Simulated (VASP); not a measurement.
# TiC (I4/mmm) in VASP: further runs

TiC is run at these levels: PBE; tasks: single point.

Everything below comes from runs of VASP 6.6.1. Logs are shortened: lines on timing, memory, paths and dates and some standing lists are left out, and cuts for length are marked.

## (1) The cell of the first run

Symmetry: I4/mmm, No. 139, tetragonal system. The conventional cell has a = 2.987 Å, b = 2.987 Å, c = 4.116 Å, α = 90.00°, β = 90.00°, γ = 90.00°. Within 2.7 Å of Ti (site symmetry 4/mmm) lie 6 C at 2.06 to 2.11 Å. C (site symmetry 4/mmm) has 6 Ti at 2.06 to 2.11 Å within 2.7 Å.

## (2) Single point, PBE (strain -0.025 along x and y, -0.050 along z)

File INCAR:

```
SYSTEM = TiC
PREC = Accurate ; ENCUT = 520
EDIFF = 1E-6 ; ISMEAR = 0
SIGMA = 0.15 ; LREAL = .FALSE.
LASPH = .TRUE. ; NELM = 100
ALGO = Normal ; ISIF = 2
LWAVE = .FALSE. ; LCHARG = .FALSE.
GGA = PE ; NBANDS = 15
```

File KPOINTS:

```
regular mesh
0
G
  24 24 24
  0 0 0
```

File POSCAR:

```
TiC
1.0
    0.0000000000      2.1122999875      2.0581384493
    2.1122999875      0.0000000000      2.0581384493
    2.1122999875      2.1122999875      0.0000000000
Ti C
1 1
Direct
    0.0000000000      0.0000000000      0.0000000000
    0.5000000000      0.5000000000      0.5000000000
```

Potentials or basis: VASP PAW PBE potentials, release 64 (Ti_sv, C).

The run is started by

```bash
$ cat potpaw_PBE.64/Ti_sv/POTCAR potpaw_PBE.64/C/POTCAR > POTCAR
$ mpirun -np 1 vasp_std > vasp.out
```

OUTCAR:

```text
SYSTEM = TiC
   PREC = Accurate
   ENCUT = 520
   EDIFF = 1E-6
   ISMEAR = 0
   LREAL = .FALSE.
   LASPH = .TRUE.
   NELM = 100
   ISIF = 2
   GGA = PE

 ion  position               nearest neighbor table
   1  0.000  0.000  0.000-   2 2.06   2 2.06   2 2.11   2 2.11   2 2.11   2 2.11
   2  0.500  0.500  0.500-   1 2.06   1 2.06   1 2.11   1 2.11   1 2.11   1 2.11

  LATTYP: Found a body centered tetragonal cell.
 ALAT       =     2.9872432901
 C/A-ratio  =     1.3779516761

  Lattice vectors:

 A1 = (   0.0000000000,  -2.1122999875,  -2.0581384493)
 A2 = (   0.0000000000,   2.1122999875,  -2.0581384493)
 A3 = (   2.1122999875,   0.0000000000,   2.0581384493)

Analysis of symmetry for initial positions (statically):
=====================================================================
 Subroutine PRICEL returns:
 Original cell was already a primitive cell.

 Routine SETGRP: Setting up the symmetry group for a
 body centered tetragonal supercell.

 Subroutine GETGRP returns: Found 16 space group operations
 (whereof 16 operations were pure point group operations)
 out of a pool of 16 trial point group operations.

The static configuration has the point symmetry D_4h.

Analysis of symmetry for dynamics (positions and initial velocities):
=====================================================================
 Subroutine PRICEL returns:
 Original cell was already a primitive cell.

 Routine SETGRP: Setting up the symmetry group for a
 body centered tetragonal supercell.

 Subroutine GETGRP returns: Found 16 space group operations
 (whereof 16 operations were pure point group operations)
 out of a pool of 16 trial point group operations.

The dynamic configuration has the point symmetry D_4h.

 Subroutine INISYM returns: Found 16 space group operations
 (whereof 16 operations are pure point group operations),
 and found     1 'primitive' translations

----------------------------------------------------------------------------------------

                                     Primitive cell

  volume of cell :      18.3661

  direct lattice vectors                    reciprocal lattice vectors
     0.000000000  2.112299988  2.058138449    -0.236708802  0.236708802  0.242937981
     2.112299988  0.000000000  2.058138449     0.236708802 -0.236708802  0.242937981
     2.112299988  2.112299988  0.000000000     0.236708802  0.236708802 -0.242937981

  length of vectors
     2.949193977  2.949193977  2.987243290     0.413619362  0.413619362  0.413619362

  position of ions in fractional coordinates (direct lattice)
     0.000000000  0.000000000  0.000000000
     0.500000000  0.500000000  0.500000000

  ion indices of the primitive-cell ions
   primitive index   ion index
                 1           1
                 2           2

----------------------------------------------------------------------------------------

 KPOINTS: regular mesh

Automatic generation of k-mesh.
 Grid dimensions read from file:
 generate k-points for:   24   24   24

 Generating k-lattice:

  Cartesian coordinates                     Fractional coordinates (reciprocal lattice)
    -0.009862867  0.009862867  0.010122416     0.041666667  0.000000000  0.000000000
     0.009862867 -0.009862867  0.010122416     0.000000000  0.041666667  0.000000000
     0.009862867  0.009862867 -0.010122416     0.000000000  0.000000000  0.041666667

  Length of vectors
     0.017234140  0.017234140  0.017234140

  Shift w.r.t. Gamma in fractional coordinates (k-lattice)
     0.000000000  0.000000000  0.000000000

 Subroutine IBZKPT returns following result:
 ===========================================

 Found   1063 irreducible k-points:

 Following reciprocal coordinates:
            Coordinates               Weight
  0.000000  0.000000  0.000000      1.000000
  0.041667 -0.000000  0.000000      8.000000
  0.083333 -0.000000  0.000000      8.000000
  0.125000 -0.000000  0.000000      8.000000
  0.166667  0.000000  0.000000      8.000000
  0.208333 -0.000000  0.000000      8.000000
[... 16 lines left out ...]
  0.416667  0.041667  0.000000      8.000000
  0.458333  0.041667  0.000000      8.000000
 [... further k-points ...]
   k-points           NKPTS =   1063   k-points in BZ     NKDIM =   1063   number of bands    NBANDS=     15
   number of dos      NEDOS =    301   number of ions     NIONS =      2
   total plane-waves  NPLWV =  13824
   dimension x,y,z NGX =    24 NGY =   24 NGZ =   24
   dimension x,y,z NGXF=    48 NGYF=   48 NGZF=   48
   ions per type =               1   1
   NGX,Y,Z   is equivalent  to a cutoff of  13.53, 13.53, 13.36 a.u.
   NGXF,Y,Z  is equivalent  to a cutoff of  27.06, 27.06, 26.71 a.u.
 SYSTEM =  TiC
   PREC   = accura    normal or accurate (medium, high low for compatibility)
   ISTART =      0    job   : 0-new  1-cont  2-samecut
   ICHARG =      2    charge: 1-file 2-atom 10-const
   ISPIN  =      1    spin polarized calculation?
   LNONCOLLINEAR =      F non collinear calculations
   LSORBIT =      F    spin-orbit coupling
   LASPH  =      T    aspherical Exc in radial PAW
   ENCUT  =  520.0 eV  38.22 Ry    6.18 a.u.   5.48  5.48  5.55*2*pi/ulx,y,z
   NELM   =    100;   NELMIN=  2; NELMDL= -5     # of ELM steps
   EDIFF  = 0.1E-05   stopping-criterion for ELM
   LREAL  =      F    real-space projection
   EDIFFG = 0.1E-04   stopping-criterion for IOM
   NSW    =      0    number of steps for IOM
   IBRION =     -1    ionic relax: 0-MD 1-quasi-New 2-CG
   NFREE  =      0    steps in history (QN), initial steepest desc. (CG)
   ISIF   =      2    stress and relaxation
   ISYM   =      2    0-nonsym 1-usesym 2-fastsym
   POTIM  = 0.5000    time-step for ionic-motion
   TEBEG  =    0.0;   TEEND  =   0.0 temperature during run
   PSTRESS=    0.0 pullay stress
   NELECT =      16.0000    total number of electrons
   NUPDOWN=      -1.0000    fix difference up-down
   EMIN   =  10.00;   EMAX   =-10.00  energy-range for DOS
   EFERMI =   0.00;   METHOD = LEGACY
   ISMEAR =     0;   SIGMA  =   0.15  broadening in eV -4-tet -1-fermi 0-gaus
   EFERMI_NEDOS =   21; number of points for ismear=-14 and -15
   IALGO  =     38    algorithm
   IMIX   =      4    mixing-type and parameters
     AMIX     =   0.40;   BMIX     =  1.00
     AMIX_MAG =   1.60;   BMIX_MAG =  1.00
  volume/ion in A,a.u.               =       9.18        61.97
  Fermi-wavevector in a.u.,A,eV,Ry     =   1.563542  2.954666 33.261670  2.444664
  Thomas-Fermi vector in A             =   2.666298
   LORBIT       =      0    0 simple, 1 ext, 2 COOP (PROOUT), +10 PAW based schemes
   GGA     = PE    functional components
   LHFCALC =     F    Hartree Fock is set to
   AEXX    =    0.0000 exact exchange contribution
   IVDW    =     0    specifies the selected vdW correction
   LEPSILON=     F    determine dielectric tensor
   LRPA    =     F    only Hartree local field effects (RPA)
 non-spin polarized calculation
 Gauss-broadening in eV      SIGMA  =   0.15
  energy-cutoff  :      520.00
  volume of cell :       18.37
 maximum number of plane-waves:       531
 NGX is ok and might be reduce to    24
   NGX = 11   NGY = 11   NGZ = 11

 number of electron      15.9999998 magnetization

 Free energy of the ion-electron system (eV)
  ---------------------------------------------------
  ext. energy  EPLUGINS =         0.00000000
  ---------------------------------------------------
  free energy    TOTEN  =       -18.51499431 eV

  energy without entropy =      -18.51188696  energy(sigma->0) =      -18.51344063

 E-fermi :  10.6536     XC(G=0): -13.2277

 val. band max:       10.6453464818   @ k =   0.1667   0.1667   0.0000
 cond. band min:      10.6681907656   @ k =  -0.0417   0.2917   0.2500
 fundamental gap:      0.0228442838
 Fermi energy:        10.6536099834

 k-point     1 :       0.0000    0.0000    0.0000
  band No.  band energies     occupation
      1     -45.6529      2.00000
      2     -21.6189      2.00000
      3     -21.6189      2.00000
      4     -21.5966      2.00000
      5      -2.2205      2.00000
      6      11.2944      0.00000
      7      11.2944      0.00000
      8      11.5173      0.00000
      9      12.4049      0.00000
     10      12.4049      0.00000
     11      12.4684      0.00000
     12      12.5500      0.00000
     13      12.6654      0.00000
     14      22.6918      0.00000
     15      25.0861      0.00000

 k-point     2 :       0.0417   -0.0000    0.0000
  band No.  band energies     occupation
      1     -45.6510      2.00000
      2     -21.6287      2.00000
      3     -21.6203      2.00000
      4     -21.6006      2.00000
      5      -2.1755      2.00000
      6      11.0972      0.00003
      7      11.2203      0.00000
      8      11.4037      0.00000
      9      11.8536      0.00000
     10      11.9558      0.00000
     11      12.6089      0.00000
     12      13.1614      0.00000
     13      13.3402      0.00000
     14      22.7608      0.00000
     15      25.1268      0.00000

 k-point     3 :       0.0833   -0.0000    0.0000
  band No.  band energies     occupation
      1     -45.6453      2.00000
      2     -21.6636      2.00000
      3     -21.6243      2.00000
      4     -21.6060      2.00000
      5      -2.0417      2.00000
      6      10.5799      1.51299
      7      10.8079      0.14586
      8      10.9647      0.00336
      9      11.6980      0.00000
     10      11.7864      0.00000
     11      12.8787      0.00000
     12      13.9300      0.00000
     13      14.1287      0.00000
     14      22.9492      0.00000
     15      25.2260      0.00000
[... 343 lines left out ...]
 k-point    23 :       0.4167    0.0417    0.0000
  band No.  band energies     occupation
      1     -45.5475      2.00000
      2     -22.2664      2.00000
      3     -21.6993      2.00000
      4     -21.6541      2.00000
      5       1.0892      2.00000
      6       5.1610      2.00000
      7       7.5695      2.00000
      8       7.6463      2.00000
      9      13.4771      0.00000
     10      13.8743      0.00000
     11      14.9741      0.00000
     12      18.8572      0.00000
     13      19.5622      0.00000
     14      20.5171      0.00000
     15      26.9915      0.00000

 k-point    24 :       0.4583    0.0417    0.0000
  band No.  band energies     occupation
      1     -45.5407      2.00000
      2     -22.3066      2.00000
      3     -21.7018      2.00000
      4     -21.6595      2.00000
      5       1.5055      2.00000
      6       4.6645      2.00000
      7       7.4606      2.00000
      8       7.4923      2.00000
      9      13.7024      0.00000
     10      14.0181      0.00000
     11      15.2113      0.00000
     12      19.2437      0.00000
     13      19.5582      0.00000
     14      20.2264      0.00000
     15      26.6075      0.00000

 [... further k-points ...]
[... 5 lines left out ...]
  --------------------------------------------------------------------------------------
  -------------------------------------------------------------------------------------
  Total        3.0300865      3.0300865      4.8832979      0.0000000      0.0000000      0.0000000
  in kB      264.3320572    264.3320572    425.9984538      0.0000000      0.0000000      0.0000000
  external PRESSURE =     318.2208561 kB  Pullay stress =       0.0000000 kB

 VOLUME and BASIS-vectors are now :
 -----------------------------------------------------------------------------
  energy-cutoff  :      520.00
  volume of cell :       18.37
      direct lattice vectors                 reciprocal lattice vectors
     0.000000000  2.112299988  2.058138449    -0.236708802  0.236708802  0.242937981
     2.112299988  0.000000000  2.058138449     0.236708802 -0.236708802  0.242937981
     2.112299988  2.112299988  0.000000000     0.236708802  0.236708802 -0.242937981

 POSITION                                       TOTAL-FORCE (eV/Angst)
 -----------------------------------------------------------------------------------
      0.00000      0.00000      0.00000         0.000000     -0.000000     -0.000000
      2.11230      2.11230      2.05814        -0.000000      0.000000      0.000000
 -----------------------------------------------------------------------------------
    total drift:                                0.000000     -0.000000     -0.000000

  FREE ENERGIE OF THE ION-ELECTRON SYSTEM (eV)
  ---------------------------------------------------
  free  energy   TOTEN  =       -18.5149943130 eV

  energy  without entropy=      -18.5118869563  energy(sigma->0) =      -18.51344063
```

Run time: 3.7 min. Hardware: 1 thread of Intel Xeon Platinum 8488C (Sapphire Rapids), shared host; peak memory 0.4 GiB.

What came out:

```yaml
Free_energy: -18.5150 eV
Pressure: 31.8 GPa
Band_gap_on_the_k_mesh: zero (band 8 reaches 11.52 eV, above the bottom of band 9 at 10.02 eV)
```

Caveat: the cell differs from its parent crystal (strain -0.025 along x and y, -0.050 along z).

## (3) Single point, PBE (strain -0.050 along x and y, +0.025 along z)

File INCAR:

```
PREC = Accurate
ENCUT = 520
EDIFF = 1E-7
ISMEAR = 0
SIGMA = 0.15
LREAL = F
LASPH = T
NELM = 80
ALGO = Normal
ISIF = 2
LWAVE = F
LCHARG = F
GGA = PE
NBANDS = 15
```

File KPOINTS:

```
Automatic mesh
0
Gamma
  24 24 24
```

File POSCAR:

```
TiC
1.0
    0.0000000000      2.0581384493      2.2206230637
    2.0581384493      0.0000000000      2.2206230637
    2.0581384493      2.0581384493      0.0000000000
Ti C
1 1
Direct
    0.0000000000      0.0000000000      0.0000000000
    0.5000000000      0.5000000000      0.5000000000
```

Potentials or basis: VASP PAW PBE potentials, release 64 (Ti_sv, C).

The run is started by

```bash
$ cat potpaw_PBE.64/Ti_sv/POTCAR potpaw_PBE.64/C/POTCAR > POTCAR
$ mpirun -np 1 vasp_std > vasp.out
```

Wall time 4.2 min (1 thread of Intel Xeon Platinum 8488C (Sapphire Rapids), shared host); peak memory 0.4 GiB.

It converged, with:

- Free energy: -18.4900 eV
- Pressure: 26.1 GPa
- Band gap on the k mesh: zero (band 8 reaches 11.30 eV, above the bottom of band 9 at 9.70 eV)

Stress tensor (GPa, compression positive):
```
38.89  0.00  0.00
 0.00 38.89  0.00
 0.00  0.00  0.55
```

Levels at points of the mesh, in eV from the Fermi level:
```tsv
k point	band 4	band 5	band 6	band 7	band 8	band 9	band 10	band 11	band 12	band 13
(0.00, 0.00, 0.00)	-32.30	-12.77	0.30	0.94	0.94	1.43	1.52	1.89	1.89	2.18
(0.50, 0.00, 0.00)	-32.33	-8.86	-6.21	-3.30	-3.13	3.09	3.41	4.63	8.29	8.53
(0.50, 0.50, 0.00)	-32.48	-10.56	-4.04	-1.79	0.43	0.43	2.99	3.85	3.85	6.08
(0.50, 0.00, 0.50)	-32.60	-10.43	-3.16	-1.89	-0.20	-0.09	2.94	3.61	4.20	6.88
```

Caveat: the cell differs from its parent crystal (strain -0.050 along x and y, +0.025 along z).
